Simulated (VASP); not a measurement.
Input of a VASP 6.6.1 run:

INCAR

```
PREC = Accurate
ENCUT = 520
EDIFF = 1E-6
ISMEAR = -1
SIGMA = 0.15
LREAL = False
LASPH = True
NELM = 80
ALGO = Fast
ISIF = 2
LWAVE = False
LCHARG = False
GGA = PE
NBANDS = 25
```

KPOINTS

```
regular mesh
0
Gamma
  18 18 6
```

Contents of POSCAR:

```
Zn
1.0
    2.2891926862     -1.3213524883      0.0117412666
    2.2891926862      1.3213524883      0.0117412666
   -1.5693006661      0.0000000000      7.7777085762
Zn
3
Direct
    0.0000000000      0.0000000000      0.0000000000
    0.2218448233      0.2218448233      0.6652952669
    0.7781551767      0.7781551767      0.3347047331
```

Potentials or basis: VASP PAW PBE potentials, release 64 (Zn).

Run with:

```console
$ cat potpaw_PBE.64/Zn/POTCAR > POTCAR
$ mpirun -np 1 vasp_std > vasp.out
```

(1) Predict the pressure.

(2) Estimate the band gap on the k mesh.

Answers

(1) -1.0 GPa.

(2) zero (bands 18 and 19 overlap by 5.46 eV).
